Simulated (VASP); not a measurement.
# Eu (P6_3/mmc) in VASP: notebook

Eu is run at these levels: PBE; tasks: single point, relaxation of cell and atoms.

All numbers are computed with VASP 6.6.1; they aren't measurements. Logs are shortened: lines on timing, memory, paths and dates and some standing lists are left out, and cuts for length are marked.

### 1 The cell of the first run

The structure is hexagonal, space group P6_3/mmc (No. 194). Conventional cell: a = 3.883 Å, b = 3.883 Å, c = 6.319 Å, α = 90.00°, β = 90.00°, γ = 120.00°. Eu (site symmetry -6m2) has 12 Eu at 3.87 to 3.88 Å within 5.1 Å.

### 2 Single point, PBE, collinear spin, ferromagnetic start

File INCAR:

```
SYSTEM = Eu
  PREC = Accurate
  ENCUT = 520
  EDIFF = 1E-6
  ISMEAR = 0
  SIGMA = 0.05
  LREAL = .FALSE.
  LASPH = .TRUE.
  NELM = 150
  ALGO = Normal
  ISIF = 2
  LWAVE = .FALSE.
  LCHARG = .FALSE.
  ISPIN = 2
  MAGMOM = 7 7
  LORBIT = 11
  LMAXMIX = 6
  GGA = PE
  NBANDS = 28
```

File KPOINTS:

```
regular mesh
0
G
  6 6 4
  0 0 0
```

File POSCAR:

```
Eu
1.0
    3.8827259526      0.0000000000      0.0000000000
   -1.9413629763      3.3625393109      0.0000000000
    0.0000000000      0.0000000000      6.3192757448
Eu
2
Direct
    0.3333333333      0.6666666667      0.7500000000
    0.6666666667      0.3333333333      0.2500000000
```

Potentials or basis: VASP PAW PBE potentials, release 64 (Eu).

On the command line:

```bash
cat potpaw_PBE.64/Eu/POTCAR > POTCAR
mpirun -np 1 vasp_std > vasp.out
```

OUTCAR:

```text
SYSTEM = Eu
   PREC = Accurate
   ENCUT = 520
   EDIFF = 1E-6
   ISMEAR = 0
   LREAL = .FALSE.
   LASPH = .TRUE.
   NELM = 150
   ISIF = 2
   ISPIN = 2
   LORBIT = 11
   GGA = PE

 ion  position               nearest neighbor table
   1  0.333  0.667  0.750-
   2  0.667  0.333  0.250-

  LATTYP: Found a hexagonal cell.
 ALAT       =     3.8827259526
 C/A-ratio  =     1.6275358658

  Lattice vectors:

 A1 = (   3.8827259526,   0.0000000000,   0.0000000000)
 A2 = (  -1.9413629763,   3.3625393109,   0.0000000000)
 A3 = (   0.0000000000,   0.0000000000,   6.3192757448)

Analysis of symmetry for initial positions (statically):
=====================================================================
 Subroutine PRICEL returns:
 Original cell was already a primitive cell.

 Routine SETGRP: Setting up the symmetry group for a
 hexagonal supercell.

 Subroutine GETGRP returns: Found 24 space group operations
 (whereof 12 operations were pure point group operations)
 out of a pool of 24 trial point group operations.

The static configuration has the point symmetry D_3d.
 The point group associated with its full space group is D_6h.

Analysis of symmetry for dynamics (positions and initial velocities):
=====================================================================
 Subroutine PRICEL returns:
 Original cell was already a primitive cell.

 Routine SETGRP: Setting up the symmetry group for a
 hexagonal supercell.

 Subroutine GETGRP returns: Found 24 space group operations
 (whereof 12 operations were pure point group operations)
 out of a pool of 24 trial point group operations.

The dynamic configuration has the point symmetry D_3d.
 The point group associated with its full space group is D_6h.

Analysis of structural, dynamic, and magnetic symmetry:
=====================================================================
 Subroutine PRICEL returns:
 Original cell was already a primitive cell.

 Routine SETGRP: Setting up the symmetry group for a
 hexagonal supercell.

 Subroutine GETGRP returns: Found 24 space group operations
 (whereof 12 operations were pure point group operations)
 out of a pool of 24 trial point group operations.

The overall configuration has the point symmetry D_3d.
 The point group associated with its full space group is D_6h.

 Subroutine INISYM returns: Found 24 space group operations
 (whereof 12 operations are pure point group operations),
 and found     1 'primitive' translations

----------------------------------------------------------------------------------------

                                     Primitive cell

  volume of cell :      82.5033

  direct lattice vectors                    reciprocal lattice vectors
     3.882725953  0.000000000  0.000000000     0.257551012  0.148697146  0.000000000
    -1.941362976  3.362539311  0.000000000     0.000000000  0.297394293  0.000000000
     0.000000000  0.000000000  6.319275745     0.000000000  0.000000000  0.158245983

  length of vectors
     3.882725953  3.882725953  6.319275745     0.297394293  0.297394293  0.158245983

  position of ions in fractional coordinates (direct lattice)
     0.333333333  0.666666667  0.750000000
     0.666666667  0.333333333  0.250000000

  ion indices of the primitive-cell ions
   primitive index   ion index
                 1           1
                 2           2

----------------------------------------------------------------------------------------

 KPOINTS: regular mesh

Automatic generation of k-mesh.
 Grid dimensions read from file:
 generate k-points for:    6    6    4

 Generating k-lattice:

  Cartesian coordinates                     Fractional coordinates (reciprocal lattice)
     0.042925169  0.024782858  0.000000000     0.166666667  0.000000000  0.000000000
     0.000000000  0.049565715  0.000000000     0.000000000  0.166666667  0.000000000
     0.000000000  0.000000000  0.039561496     0.000000000  0.000000000  0.250000000

  Length of vectors
     0.049565715  0.049565715  0.039561496

  Shift w.r.t. Gamma in fractional coordinates (k-lattice)
     0.000000000  0.000000000  0.000000000

 Subroutine IBZKPT returns following result:
 ===========================================

 Found     21 irreducible k-points:

 Following reciprocal coordinates:
            Coordinates               Weight
  0.000000  0.000000  0.000000      1.000000
  0.166667 -0.000000  0.000000      6.000000
  0.333333 -0.000000  0.000000      6.000000
  0.500000  0.000000  0.000000      3.000000
  0.166667  0.166667  0.000000      6.000000
  0.333333  0.166667  0.000000     12.000000
[... 13 lines left out ...]
  0.333333  0.166667  0.500000     12.000000
  0.333333  0.333333  0.500000      2.000000
   k-points           NKPTS =     21   k-points in BZ     NKDIM =     21   number of bands    NBANDS=     28
   number of dos      NEDOS =    301   number of ions     NIONS =      2
   total plane-waves  NPLWV =  43200
   dimension x,y,z NGX =    30 NGY =   30 NGZ =   48
   dimension x,y,z NGXF=    60 NGYF=   60 NGZF=   96
   ions per type =               2
   NGX,Y,Z   is equivalent  to a cutoff of  12.85, 12.85, 12.63 a.u.
   NGXF,Y,Z  is equivalent  to a cutoff of  25.69, 25.69, 25.26 a.u.
 SYSTEM =  Eu
   PREC   = accura    normal or accurate (medium, high low for compatibility)
   ISTART =      0    job   : 0-new  1-cont  2-samecut
   ICHARG =      2    charge: 1-file 2-atom 10-const
   ISPIN  =      2    spin polarized calculation?
   LNONCOLLINEAR =      F non collinear calculations
   LSORBIT =      F    spin-orbit coupling
   LASPH  =      T    aspherical Exc in radial PAW
   ENCUT  =  520.0 eV  38.22 Ry    6.18 a.u.   7.22  7.22 11.75*2*pi/ulx,y,z
   NELM   =    150;   NELMIN=  2; NELMDL= -5     # of ELM steps
   EDIFF  = 0.1E-05   stopping-criterion for ELM
   LREAL  =      F    real-space projection
   EDIFFG = 0.1E-04   stopping-criterion for IOM
   NSW    =      0    number of steps for IOM
   IBRION =     -1    ionic relax: 0-MD 1-quasi-New 2-CG
   NFREE  =      0    steps in history (QN), initial steepest desc. (CG)
   ISIF   =      2    stress and relaxation
   ISYM   =      2    0-nonsym 1-usesym 2-fastsym
   POTIM  = 0.5000    time-step for ionic-motion
   TEBEG  =    0.0;   TEEND  =   0.0 temperature during run
   PSTRESS=    0.0 pullay stress
   NELECT =      34.0000    total number of electrons
   NUPDOWN=      -1.0000    fix difference up-down
   EMIN   =  10.00;   EMAX   =-10.00  energy-range for DOS
   EFERMI =   0.00;   METHOD = LEGACY
   ISMEAR =     0;   SIGMA  =   0.05  broadening in eV -4-tet -1-fermi 0-gaus
   EFERMI_NEDOS =   21; number of points for ismear=-14 and -15
   IALGO  =     38    algorithm
   IMIX   =      4    mixing-type and parameters
     AMIX     =   0.40;   BMIX     =  1.00
     AMIX_MAG =   1.60;   BMIX_MAG =  1.00
  volume/ion in A,a.u.               =      41.25       278.38
  Fermi-wavevector in a.u.,A,eV,Ry     =   1.218271  2.302199 20.193561  1.484185
  Thomas-Fermi vector in A             =   2.353563
   LORBIT       =     11    0 simple, 1 ext, 2 COOP (PROOUT), +10 PAW based schemes
   GGA     = PE    functional components
   LHFCALC =     F    Hartree Fock is set to
   AEXX    =    0.0000 exact exchange contribution
   IVDW    =     0    specifies the selected vdW correction
   LEPSILON=     F    determine dielectric tensor
   LRPA    =     F    only Hartree local field effects (RPA)
 spin polarized calculation
 Gauss-broadening in eV      SIGMA  =   0.05
  energy-cutoff  :      520.00
  volume of cell :       82.50
 maximum number of plane-waves:      2244
 NGX is ok and might be reduce to    30
   NGX = 15   NGY = 15   NGZ = 23

 number of electron      33.9999995 magnetization      15.0349742

 Free energy of the ion-electron system (eV)
  ---------------------------------------------------
  ext. energy  EPLUGINS =         0.00000000
  ---------------------------------------------------
  free energy    TOTEN  =       -22.92858808 eV

  energy without entropy =      -22.92319783  energy(sigma->0) =      -22.92589295

 E-fermi :   2.0838     XC(G=0):  -8.8897

 val. band max:        2.0723323160   @ k =   0.3333  -0.0000   0.2500
 cond. band min:       2.0866340044   @ k =   0.3333   0.3333   0.5000
 fundamental gap:      0.0143016883
 Fermi energy:         2.0837581249

 spin component 1

 k-point     1 :       0.0000    0.0000    0.0000
  band No.  band energies     occupation
      1     -39.4597      1.00000
      2     -39.4239      1.00000
      3     -18.4803      1.00000
      4     -18.0663      1.00000
      5     -18.0663      1.00000
      6     -18.0033      1.00000
[... 20 lines left out ...]
     27       3.9369      0.00000
     28       3.9499      0.00000
[... 590 lines left out ...]
 k-point    21 :       0.3333    0.3333    0.5000
  band No.  band energies     occupation
      1     -39.4159      1.00000
      2     -39.4159      1.00000
      3     -18.3808      1.00000
      4     -18.3808      1.00000
      5     -18.2817      1.00000
      6     -18.2817      1.00000
[... 20 lines left out ...]
     27       2.6151      0.00000
     28       2.6151      0.00000
 Fermi energy:         2.0837581249

 spin component 2

 k-point     1 :       0.0000    0.0000    0.0000
  band No.  band energies     occupation
      1     -36.3048      1.00000
      2     -36.2589      1.00000
      3     -16.2140      1.00000
      4     -15.7070      1.00000
      5     -15.7070      1.00000
      6     -15.6294      1.00000
[... 20 lines left out ...]
     27       6.7293      0.00000
     28       6.7329      0.00000
[... 590 lines left out ...]
 k-point    21 :       0.3333    0.3333    0.5000
  band No.  band energies     occupation
      1     -36.2485      1.00000
      2     -36.2485      1.00000
      3     -16.0926      1.00000
      4     -16.0926      1.00000
      5     -15.9765      1.00000
      6     -15.9765      1.00000
[... 20 lines left out ...]
     27       6.6561      0.00000
     28       6.6561      0.00000

------------------------ aborting loop because EDIFF is reached ----------------------------------------

  FORCE on cell =-STRESS in cart. coord.  units (eV):
  Direction    XX          YY          ZZ          XY          YZ          ZX
  --------------------------------------------------------------------------------------
  -------------------------------------------------------------------------------------
  Total        0.0420761      0.0420761     -0.1324396      0.0000000      0.0000000      0.0000000
  in kB        0.8170998      0.8170998     -2.5719181      0.0000000      0.0000000      0.0000000
  external PRESSURE =      -0.3125728 kB  Pullay stress =       0.0000000 kB

 VOLUME and BASIS-vectors are now :
 -----------------------------------------------------------------------------
  energy-cutoff  :      520.00
  volume of cell :       82.50
      direct lattice vectors                 reciprocal lattice vectors
     3.882725953  0.000000000  0.000000000     0.257551012  0.148697146  0.000000000
    -1.941362976  3.362539311  0.000000000     0.000000000  0.297394293  0.000000000
     0.000000000  0.000000000  6.319275745     0.000000000  0.000000000  0.158245983

 POSITION                                       TOTAL-FORCE (eV/Angst)
 -----------------------------------------------------------------------------------
     -0.00000      2.24169      4.73946        -0.000000      0.000000      0.000000
      1.94136      1.12085      1.57982         0.000000      0.000000      0.000000
 -----------------------------------------------------------------------------------
    total drift:                               -0.000000      0.000000     -0.000000

  FREE ENERGIE OF THE ION-ELECTRON SYSTEM (eV)
  ---------------------------------------------------
  free  energy   TOTEN  =       -22.9285880759 eV

  energy  without entropy=      -22.9231978276  energy(sigma->0) =      -22.92589295

 total charge

# of ion       s       p       d       f       tot
--------------------------------------------------
    1        2.085   5.706   0.321   6.627  14.739
    2        2.085   5.706   0.321   6.627  14.739
--------------------------------------------------
tot          4.170  11.413   0.642  13.254  29.478

 magnetization (x)

# of ion       s       p       d       f       tot
--------------------------------------------------
    1       -0.001  -0.085   0.190   6.625   6.728
    2       -0.001  -0.085   0.190   6.625   6.728
--------------------------------------------------
tot         -0.002  -0.170   0.379  13.250  13.457
```

Run time: 62 s. Hardware: 1 thread of AMD EPYC 9R45 (Zen 5), shared host; peak memory 0.24 GiB.

Results:

```
Free energy                                           : -22.9286 eV
Pressure                                              : 0.0 GPa
Net moment                                            : 15.03 μB per cell
Site moments                                          : Eu +6.73 μB
Valence electrons inside the program's atomic spheres : Eu 14.74
```

Caveat: spin-orbit coupling is left out, which moves the levels of the heavy elements. The state reached can hang on the start; a lower one may exist.

### 3 Relaxation of cell and atoms, PBE, collinear spin, ferromagnetic start

This run uses another cell than the first one, of 48.99 Å³/atom, 1.187 times its volume.

File INCAR:

```
PREC = Accurate
ENCUT = 600
EDIFF = 1E-7
ISMEAR = 0
SIGMA = 0.05
LREAL = False
LASPH = True
NELM = 150
ALGO = Normal
ISIF = 3
LWAVE = False
LCHARG = False
ISPIN = 2
MAGMOM = 7 7
LORBIT = 11
LMAXMIX = 6
GGA = PE
IBRION = 2
NSW = 80
EDIFFG = -0.03
```

File KPOINTS:

```
Automatic mesh
0
Gamma
  6 6 4
```

File POSCAR:

```
Eu
1.0
    4.1067582141      0.0000000000      0.0000000000
   -2.0533791070      3.5565569406      0.0000000000
    0.0000000000      0.0000000000      6.7077050830
Eu
2
Direct
    0.3333333333      0.6666666667      0.7500000000
    0.6666666667      0.3333333333      0.2500000000
```

Potentials or basis: VASP PAW PBE potentials, release 64 (Eu).

On the command line:

```bash
cat potpaw_PBE.64/Eu/POTCAR > POTCAR
mpirun -np 1 vasp_std > vasp.out
```

Run time: 42 min. Hardware: 1 thread of AMD EPYC 9R45 (Zen 5), shared host; peak memory 0.36 GiB.

The run converged. Its results:

```
Free energy                                           : -22.9359 eV
Relaxed volume                                        : 41.00 Å³/atom
Relaxed cell                                          : a = 3.885 Å, b = 3.885 Å, c = 6.272 Å, α = 90.00°, β = 90.00°, γ = 120.00°
Space group after relaxing (to 0.05 Å)                : P6_3/mmc (No. 194)
Energy gained by relaxing                             : 50.9 meV/atom
Ionic steps                                           : 7
Pressure after relaxing                               : 0.0 GPa
Net moment                                            : -15.08 μB per cell
Site moments                                          : Eu -6.73 μB
Valence electrons inside the program's atomic spheres : Eu 14.74
```

Stress tensor (GPa, compression positive):
```
 0.07  0.00  0.00
 0.00  0.07  0.00
 0.00  0.00 -0.08
```

Step by step:
```csv
step,energy change (eV),largest force (eV/Å),pressure (GPa),volume (Å³)
1,0.0000,0.0000,-1.85,97.97
2,-0.0731,0.0000,-1.08,90.15
3,-0.0997,0.0000,-0.29,83.97
4,-0.1015,0.0000,-0.07,81.90
5,-0.1011,0.0000,0.21,81.18
6,-0.1014,0.0000,0.11,81.60
7,-0.1018,0.0000,0.02,81.99
```

Final structure:
```
CELL_PARAMETERS angstrom
3.88528 0.00000 0.00000
-1.94264 3.36475 0.00000
0.00000 0.00000 6.27199
ATOMIC_POSITIONS crystal
Eu 0.33333 0.66667 0.75000
Eu 0.66667 0.33333 0.25000
```

Levels at points of the mesh, in eV from the Fermi level:
Spin up:
```csv
k point,band 7,band 8,band 9,band 10,band 11,band 12,band 13,band 14
"(0.00, 0.00, 0.00)",-17.70,-17.69,-3.39,-0.78,1.78,2.89,2.89,2.93
"(0.50, 0.00, 0.00)",-17.84,-17.78,-0.50,-0.06,0.30,1.17,2.35,2.75
"(0.00, 0.00, 0.50)",-17.74,-17.74,-2.09,-2.09,1.90,1.90,2.89,2.89
"(0.50, 0.00, 0.50)",-17.85,-17.85,-0.54,-0.54,1.21,1.21,2.30,2.30
```
Spin down:
| k point | band 22 | band 23 | band 24 | band 25 | band 26 | band 27 |
| --- | --- | --- | --- | --- | --- | --- |
| (0.00, 0.00, 0.00) | -0.33 | -0.29 | -0.29 | 0.75 | 1.84 | 1.84 |
| (0.50, 0.00, 0.00) | -0.29 | -0.29 | -0.29 | -0.24 | 0.11 | 1.35 |
| (0.00, 0.00, 0.50) | -0.30 | -0.29 | -0.29 | 0.99 | 0.99 | 1.78 |
| (0.50, 0.00, 0.50) | -0.30 | -0.29 | -0.29 | 0.21 | 0.21 | 1.42 |

Caveat: the volume moved by over 15 % at a fixed basis, so the end points are rough; spin-orbit coupling is left out, which moves the levels of the heavy elements.
